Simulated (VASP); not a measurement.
# KI (F-43m) in VASP: a series of runs

The runs below take KI through single point, with PBE.

Program: VASP 6.6.1. These are calculated values, not measurements. Logs are shortened: lines on timing, memory, paths and dates and some standing lists are left out, and cuts for length are marked.

**1. The cell of the first run**

It takes space group F-43m (No. 216, cubic). The conventional cell has a = 7.832 Å, b = 7.832 Å, c = 7.832 Å, α = 90.00°, β = 90.00°, γ = 90.00°. K (site symmetry -43m) has 4 I at 3.39 Å within 4.5 Å. I (site symmetry -43m) has 4 K at 3.39 Å within 4.5 Å.

**2. Single point, PBE (volume changed by -6%)**

Contents of INCAR:

```
  ALGO = Normal
  EDIFF = 1E-6
  ENCUT = 520
  GGA = PE
  ISIF = 2
  ISMEAR = 0
  LASPH = True
  LCHARG = False
  LREAL = False
  LWAVE = False
  NBANDS = 15
  NELM = 100
  PREC = Accurate
  SIGMA = 0.01
```

Contents of KPOINTS:

```
k-points
0
Gamma
  4 4 4
```

Contents of POSCAR:

```
KI
1.0
    0.0000000000      3.9157697207      3.9157697207
    3.9157697207      0.0000000000      3.9157697207
    3.9157697207      3.9157697207      0.0000000000
K I
1 1
Direct
    0.0000000000      0.0000000000      0.0000000000
    0.2500000000      0.2500000000      0.2500000000
```

Potentials or basis: VASP PAW PBE potentials, release 64 (K_sv, I).

On the command line:

```bash
$ cat potpaw_PBE.64/K_sv/POTCAR potpaw_PBE.64/I/POTCAR > POTCAR
$ mpirun -np 1 vasp_std > vasp.out
```

OUTCAR:

```text
EDIFF = 1E-6
   ENCUT = 520
   GGA = PE
   ISIF = 2
   ISMEAR = 0
   LASPH = True
   LREAL = False
   NELM = 100
   PREC = Accurate

 ion  position               nearest neighbor table
   1  0.000  0.000  0.000-   2 3.39   2 3.39   2 3.39   2 3.39
   2  0.250  0.250  0.250-   1 3.39   1 3.39   1 3.39   1 3.39

  LATTYP: Found a face centered cubic cell.
 ALAT       =     7.8315394414

  Lattice vectors:

 A1 = (   0.0000000000,   3.9157697207,   3.9157697207)
 A2 = (   3.9157697207,   0.0000000000,   3.9157697207)
 A3 = (   3.9157697207,   3.9157697207,   0.0000000000)

Analysis of symmetry for initial positions (statically):
=====================================================================
 Subroutine PRICEL returns:
 Original cell was already a primitive cell.

 Routine SETGRP: Setting up the symmetry group for a
 face centered cubic supercell.

 Subroutine GETGRP returns: Found 24 space group operations
 (whereof 24 operations were pure point group operations)
 out of a pool of 48 trial point group operations.

The static configuration has the point symmetry T_d .

Analysis of symmetry for dynamics (positions and initial velocities):
=====================================================================
 Subroutine PRICEL returns:
 Original cell was already a primitive cell.

 Routine SETGRP: Setting up the symmetry group for a
 face centered cubic supercell.

 Subroutine GETGRP returns: Found 24 space group operations
 (whereof 24 operations were pure point group operations)
 out of a pool of 48 trial point group operations.

The dynamic configuration has the point symmetry T_d .

 Subroutine INISYM returns: Found 24 space group operations
 (whereof 24 operations are pure point group operations),
 and found     1 'primitive' translations

----------------------------------------------------------------------------------------

                                     Primitive cell

  volume of cell :     120.0830

  direct lattice vectors                    reciprocal lattice vectors
     0.000000000  3.915769721  3.915769721    -0.127688816  0.127688816  0.127688816
     3.915769721  0.000000000  3.915769721     0.127688816 -0.127688816  0.127688816
     3.915769721  3.915769721  0.000000000     0.127688816  0.127688816 -0.127688816

  length of vectors
     5.537734646  5.537734646  5.537734646     0.221163517  0.221163517  0.221163517

  position of ions in fractional coordinates (direct lattice)
     0.000000000  0.000000000  0.000000000
     0.250000000  0.250000000  0.250000000

  ion indices of the primitive-cell ions
   primitive index   ion index
                 1           1
                 2           2

----------------------------------------------------------------------------------------

 KPOINTS: k-points

Automatic generation of k-mesh.
 Grid dimensions read from file:
 generate k-points for:    4    4    4

 Generating k-lattice:

  Cartesian coordinates                     Fractional coordinates (reciprocal lattice)
    -0.031922204  0.031922204  0.031922204     0.250000000  0.000000000  0.000000000
     0.031922204 -0.031922204  0.031922204     0.000000000  0.250000000  0.000000000
     0.031922204  0.031922204 -0.031922204     0.000000000  0.000000000  0.250000000

  Length of vectors
     0.055290879  0.055290879  0.055290879

  Shift w.r.t. Gamma in fractional coordinates (k-lattice)
     0.000000000  0.000000000  0.000000000

 Subroutine IBZKPT returns following result:
 ===========================================

 Found      8 irreducible k-points:

 Following reciprocal coordinates:
            Coordinates               Weight
  0.000000  0.000000  0.000000      1.000000
  0.250000  0.000000  0.000000      8.000000
  0.500000  0.000000  0.000000      4.000000
  0.250000  0.250000  0.000000      6.000000
  0.500000  0.250000  0.000000     24.000000
 -0.250000  0.250000  0.000000     12.000000
  0.500000  0.500000  0.000000      3.000000
 -0.250000  0.500000  0.250000      6.000000
   k-points           NKPTS =      8   k-points in BZ     NKDIM =      8   number of bands    NBANDS=     15
   number of dos      NEDOS =    301   number of ions     NIONS =      2
   total plane-waves  NPLWV =  74088
   dimension x,y,z NGX =    42 NGY =   42 NGZ =   42
   dimension x,y,z NGXF=    84 NGYF=   84 NGZF=   84
   ions per type =               1   1
   NGX,Y,Z   is equivalent  to a cutoff of  12.61, 12.61, 12.61 a.u.
   NGXF,Y,Z  is equivalent  to a cutoff of  25.22, 25.22, 25.22 a.u.
 SYSTEM =  unknown system
   PREC   = accura    normal or accurate (medium, high low for compatibility)
   ISTART =      0    job   : 0-new  1-cont  2-samecut
   ICHARG =      2    charge: 1-file 2-atom 10-const
   ISPIN  =      1    spin polarized calculation?
   LNONCOLLINEAR =      F non collinear calculations
   LSORBIT =      F    spin-orbit coupling
   LASPH  =      T    aspherical Exc in radial PAW
   ENCUT  =  520.0 eV  38.22 Ry    6.18 a.u.  10.30 10.30 10.30*2*pi/ulx,y,z
   NELM   =    100;   NELMIN=  2; NELMDL= -5     # of ELM steps
   EDIFF  = 0.1E-05   stopping-criterion for ELM
   LREAL  =      F    real-space projection
[... 7 lines left out ...]
   TEBEG  =    0.0;   TEEND  =   0.0 temperature during run
   PSTRESS=    0.0 pullay stress
   NELECT =      16.0000    total number of electrons
   NUPDOWN=      -1.0000    fix difference up-down
   EMIN   =  10.00;   EMAX   =-10.00  energy-range for DOS
   EFERMI =   0.00;   METHOD = LEGACY
   ISMEAR =     0;   SIGMA  =   0.01  broadening in eV -4-tet -1-fermi 0-gaus
   EFERMI_NEDOS =   21; number of points for ismear=-14 and -15
   IALGO  =     38    algorithm
   IMIX   =      4    mixing-type and parameters
     AMIX     =   0.40;   BMIX     =  1.00
     AMIX_MAG =   1.60;   BMIX_MAG =  1.00
  volume/ion in A,a.u.               =      60.04       405.18
  Fermi-wavevector in a.u.,A,eV,Ry     =   0.836157  1.580107  9.512623  0.699158
  Thomas-Fermi vector in A             =   1.949834
   LORBIT       =      0    0 simple, 1 ext, 2 COOP (PROOUT), +10 PAW based schemes
   GGA     = PE    functional components
   LHFCALC =     F    Hartree Fock is set to
   AEXX    =    0.0000 exact exchange contribution
   IVDW    =     0    specifies the selected vdW correction
   LEPSILON=     F    determine dielectric tensor
   LRPA    =     F    only Hartree local field effects (RPA)
 non-spin polarized calculation
 Gauss-broadening in eV      SIGMA  =   0.01
  energy-cutoff  :      520.00
  volume of cell :      120.08
 maximum number of plane-waves:      3287
 NGX is ok and might be reduce to    42
   NGX = 21   NGY = 21   NGZ = 21

 number of electron      15.9999999 magnetization

 Free energy of the ion-electron system (eV)
  ---------------------------------------------------
  ext. energy  EPLUGINS =         0.00000000
  ---------------------------------------------------
  free energy    TOTEN  =        -5.37570913 eV

  energy without entropy =       -5.37570913  energy(sigma->0) =       -5.37570913

 E-fermi :  -2.0003     XC(G=0):  -5.8545

 val. band max:       -2.0704848074   @ k =   0.0000   0.0000   0.0000
 cond. band min:       1.9235557273   @ k =   0.0000   0.0000   0.0000
 fundamental gap:      3.9940405347
 Fermi energy:        -2.0003400336

 k-point     1 :       0.0000    0.0000    0.0000
  band No.  band energies     occupation
      1     -30.4389      2.00000
      2     -13.9396      2.00000
      3     -13.9396      2.00000
      4     -13.9396      2.00000
      5     -12.0998      2.00000
      6      -2.0705      2.00000
      7      -2.0705      2.00000
      8      -2.0705      2.00000
      9       1.9236      0.00000
     10       5.5213      0.00000
     11       5.5213      0.00000
     12       6.1879      0.00000
     13       6.1879      0.00000
     14       6.1879      0.00000
     15       7.2225      0.00000

 k-point     2 :       0.2500    0.0000    0.0000
  band No.  band energies     occupation
      1     -30.4386      2.00000
      2     -13.9765      2.00000
      3     -13.9414      2.00000
      4     -13.9414      2.00000
      5     -12.0397      2.00000
      6      -2.3448      2.00000
      7      -2.0722      2.00000
      8      -2.0722      2.00000
      9       2.7588      0.00000
     10       5.1781      0.00000
     11       5.1781      0.00000
     12       5.4414      0.00000
     13       6.4544      0.00000
     14       6.5941      0.00000
     15       6.5941      0.00000

 k-point     3 :       0.5000    0.0000    0.0000
  band No.  band energies     occupation
      1     -30.4383      2.00000
      2     -14.0111      2.00000
      3     -13.9432      2.00000
      4     -13.9432      2.00000
      5     -11.9817      2.00000
      6      -2.5571      2.00000
      7      -2.0746      2.00000
      8      -2.0746      2.00000
      9       3.6808      0.00000
     10       4.5325      0.00000
     11       5.0987      0.00000
     12       5.0987      0.00000
     13       6.4663      0.00000
     14       6.4663      0.00000
     15       7.1234      0.00000

 k-point     4 :       0.2500    0.2500    0.0000
  band No.  band energies     occupation
      1     -30.4385      2.00000
      2     -13.9846      2.00000
      3     -13.9439      2.00000
      4     -13.9439      2.00000
      5     -12.0200      2.00000
      6      -2.3714      2.00000
      7      -2.0984      2.00000
      8      -2.0984      2.00000
      9       2.9987      0.00000
     10       4.4065      0.00000
     11       5.3787      0.00000
     12       5.9809      0.00000
     13       6.5230      0.00000
     14       6.5230      0.00000
     15       7.2364      0.00000

 k-point     5 :       0.5000    0.2500    0.0000
  band No.  band energies     occupation
      1     -30.4382      2.00000
      2     -14.0155      2.00000
      3     -13.9490      2.00000
      4     -13.9457      2.00000
      5     -11.9626      2.00000
      6      -2.4834      2.00000
      7      -2.2037      2.00000
      8      -2.0997      2.00000
      9       3.6474      0.00000
     10       4.2962      0.00000
     11       5.1680      0.00000
     12       5.6102      0.00000
     13       6.6810      0.00000
     14       6.7138      0.00000
     15       7.2034      0.00000

 k-point     6 :      -0.2500    0.2500    0.0000
  band No.  band energies     occupation
      1     -30.4383      2.00000
      2     -14.0056      2.00000
      3     -13.9490      2.00000
      4     -13.9432      2.00000
      5     -11.9816      2.00000
      6      -2.4215      2.00000
      7      -2.2295      2.00000
      8      -2.0735      2.00000
      9       3.6661      0.00000
     10       4.5363      0.00000
     11       5.0215      0.00000
     12       5.0735      0.00000
     13       6.7540      0.00000
     14       6.7610      0.00000
     15       7.1041      0.00000

 k-point     7 :       0.5000    0.5000    0.0000
  band No.  band energies     occupation
      1     -30.4381      2.00000
      2     -14.0261      2.00000
      3     -13.9482      2.00000
      4     -13.9482      2.00000
      5     -11.9438      2.00000
      6      -2.5808      2.00000
      7      -2.1237      2.00000
      8      -2.1237      2.00000
      9       3.2316      0.00000
     10       4.2197      0.00000
     11       6.0692      0.00000
     12       6.3711      0.00000
     13       6.3711      0.00000
     14       6.8292      0.00000
     15       6.8909      0.00000

 k-point     8 :      -0.2500    0.5000    0.2500
  band No.  band energies     occupation
      1     -30.4381      2.00000
      2     -14.0231      2.00000
      3     -13.9513      2.00000
      4     -13.9483      2.00000
      5     -11.9439      2.00000
      6      -2.3978      2.00000
      7      -2.3280      2.00000
      8      -2.1353      2.00000
      9       3.5507      0.00000
     10       4.4469      0.00000
     11       5.5117      0.00000
     12       5.6308      0.00000
     13       6.4710      0.00000
     14       6.8851      0.00000
     15       7.2218      0.00000

------------------------ aborting loop because EDIFF is reached ----------------------------------------

  FORCE on cell =-STRESS in cart. coord.  units (eV):
  Direction    XX          YY          ZZ          XY          YZ          ZX
  --------------------------------------------------------------------------------------
  -------------------------------------------------------------------------------------
  Total        0.3926789      0.3926789      0.3926789      0.0000000     -0.0000000      0.0000000
  in kB        5.2392212      5.2392212      5.2392212      0.0000000     -0.0000000      0.0000000
  external PRESSURE =       5.2392212 kB  Pullay stress =       0.0000000 kB

 VOLUME and BASIS-vectors are now :
 -----------------------------------------------------------------------------
  energy-cutoff  :      520.00
  volume of cell :      120.08
      direct lattice vectors                 reciprocal lattice vectors
     0.000000000  3.915769721  3.915769721    -0.127688816  0.127688816  0.127688816
     3.915769721  0.000000000  3.915769721     0.127688816 -0.127688816  0.127688816
     3.915769721  3.915769721  0.000000000     0.127688816  0.127688816 -0.127688816

 POSITION                                       TOTAL-FORCE (eV/Angst)
 -----------------------------------------------------------------------------------
      0.00000      0.00000      0.00000         0.000000      0.000000      0.000000
      1.95788      1.95788      1.95788        -0.000000     -0.000000     -0.000000
 -----------------------------------------------------------------------------------
    total drift:                               -0.000000     -0.000000     -0.000000

  FREE ENERGIE OF THE ION-ELECTRON SYSTEM (eV)
  ---------------------------------------------------
  free  energy   TOTEN  =        -5.3757091326 eV

  energy  without entropy=       -5.3757091326  energy(sigma->0) =       -5.37570913
```

Wall time 10 s (1 thread of AMD EPYC 9R45 (Zen 5), shared host); peak memory 0.21 GiB.

Results:

```
Free energy            : -5.3757 eV
Pressure               : 0.5 GPa
Band gap on the k mesh : 3.99 eV, direct
```

Caveat: the cell differs from its parent crystal (volume changed by -6%); spin-orbit coupling is left out, which moves the levels of the heavy elements.

**3. Single point, PBE**

This run uses another cell than the first one, of 63.87 Å³/atom, 1.064 times its volume.

Contents of INCAR:

```
PREC = Accurate ; ENCUT = 520
EDIFF = 1E-6 ; ISMEAR = 0
SIGMA = 0.01 ; LREAL = False
LASPH = True ; NELM = 80
ALGO = Normal ; ISIF = 2
LWAVE = False ; LCHARG = False
GGA = PE ; NBANDS = 15
```

Contents of KPOINTS:

```
Automatic mesh
0
Gamma
  4 4 4
```

Contents of POSCAR:

```
KI
1.0
    0.0000000000      3.9973716306      3.9973716306
    3.9973716306      0.0000000000      3.9973716306
    3.9973716306      3.9973716306      0.0000000000
K I
1 1
Direct
    0.0000000000      0.0000000000      0.0000000000
    0.2500000000      0.2500000000      0.2500000000
```

Potentials or basis: VASP PAW PBE potentials, release 64 (K_sv, I).

On the command line:

```bash
$ cat potpaw_PBE.64/K_sv/POTCAR potpaw_PBE.64/I/POTCAR > POTCAR
$ mpirun -np 1 vasp_std > vasp.out
```

OUTCAR:

```text
PREC = Accurate
   ENCUT = 520
   EDIFF = 1E-6
   ISMEAR = 0
   LREAL = False
   LASPH = True
   NELM = 80
   ISIF = 2
   GGA = PE

 ion  position               nearest neighbor table
   1  0.000  0.000  0.000-   2 3.46   2 3.46   2 3.46   2 3.46
   2  0.250  0.250  0.250-   1 3.46   1 3.46   1 3.46   1 3.46

  LATTYP: Found a face centered cubic cell.
 ALAT       =     7.9947432612

  Lattice vectors:

 A1 = (   0.0000000000,   3.9973716306,   3.9973716306)
[... 310 lines left out ...]

------------------------ aborting loop because EDIFF is reached ----------------------------------------

  FORCE on cell =-STRESS in cart. coord.  units (eV):
  Direction    XX          YY          ZZ          XY          YZ          ZX
  --------------------------------------------------------------------------------------
  -------------------------------------------------------------------------------------
  Total        0.0092930      0.0092930      0.0092930     -0.0000000      0.0000000      0.0000000
  in kB        0.1165505      0.1165505      0.1165505     -0.0000000      0.0000000      0.0000000
  external PRESSURE =       0.1165505 kB  Pullay stress =       0.0000000 kB

 VOLUME and BASIS-vectors are now :
 -----------------------------------------------------------------------------
  energy-cutoff  :      520.00
  volume of cell :      127.75
      direct lattice vectors                 reciprocal lattice vectors
     0.000000000  3.997371631  3.997371631    -0.125082191  0.125082191  0.125082191
     3.997371631  0.000000000  3.997371631     0.125082191 -0.125082191  0.125082191
     3.997371631  3.997371631  0.000000000     0.125082191  0.125082191 -0.125082191

 POSITION                                       TOTAL-FORCE (eV/Angst)
 -----------------------------------------------------------------------------------
      0.00000      0.00000      0.00000         0.000000      0.000000      0.000000
      1.99869      1.99869      1.99869        -0.000000     -0.000000     -0.000000
 -----------------------------------------------------------------------------------
    total drift:                               -0.000000     -0.000000     -0.000000

  FREE ENERGIE OF THE ION-ELECTRON SYSTEM (eV)
  ---------------------------------------------------
  free  energy   TOTEN  =        -5.3877905223 eV

  energy  without entropy=       -5.3877905223  energy(sigma->0) =       -5.38779052
```

OSZICAR:

```text
N       E                     dE             d eps       ncg     rms          rms(c)
DAV:   1     0.906350235268E+02    0.90635E+02   -0.59217E+03   240   0.851E+02
DAV:   2     0.177690482791E+01   -0.88858E+02   -0.81988E+02   303   0.193E+02
DAV:   3    -0.505616818783E+01   -0.68331E+01   -0.67986E+01   338   0.481E+01
DAV:   4    -0.557510566089E+01   -0.51894E+00   -0.51882E+00   410   0.109E+01
DAV:   5    -0.557626318966E+01   -0.11575E-02   -0.11575E-02   338   0.596E-01    0.284E+00
DAV:   6    -0.539261229632E+01    0.18365E+00   -0.20749E-01   310   0.211E+00    0.209E+00
DAV:   7    -0.536766259751E+01    0.24950E-01   -0.21654E-01   331   0.190E+00    0.926E-01
DAV:   8    -0.538420752174E+01   -0.16545E-01   -0.22803E-02   315   0.819E-01    0.149E-01
DAV:   9    -0.538678561479E+01   -0.25781E-02   -0.39331E-03   282   0.272E-01    0.109E-01
DAV:  10    -0.538765808588E+01   -0.87247E-03   -0.56419E-04   248   0.140E-01    0.250E-02
DAV:  11    -0.538776418968E+01   -0.10610E-03   -0.15191E-04   282   0.635E-02    0.221E-02
DAV:  12    -0.538778988348E+01   -0.25694E-04   -0.26228E-05   254   0.349E-02    0.931E-03
DAV:  13    -0.538779052233E+01   -0.63885E-06   -0.43243E-07   274   0.510E-03
   1 F= -.53877905E+01 E0= -.53877905E+01  d E =-.675096E-65
```

stdout:

```text
POSCAR found type information on POSCAR K I
 POSCAR found :  2 types and       2 ions
 scaLAPACK will be used
 LDA part: xc-table for (Slater+PW92), standard interpolation
 POSCAR, INCAR and KPOINTS ok, starting setup
 FFT: planning ... GRIDC
 FFT: planning ... GRID_SOFT
 FFT: planning ... GRID
 WAVECAR not read
 entering main loop
```

Wall time 10 s (1 thread of AMD EPYC 9R45 (Zen 5), shared host); peak memory 0.22 GiB.

What came out:

- Free energy: -5.3878 eV
- Pressure: 0.0 GPa
- Band gap on the k mesh: 3.89 eV, direct

Caveat: spin-orbit coupling is left out, which moves the levels of the heavy elements.

[end of part 1 of 2]
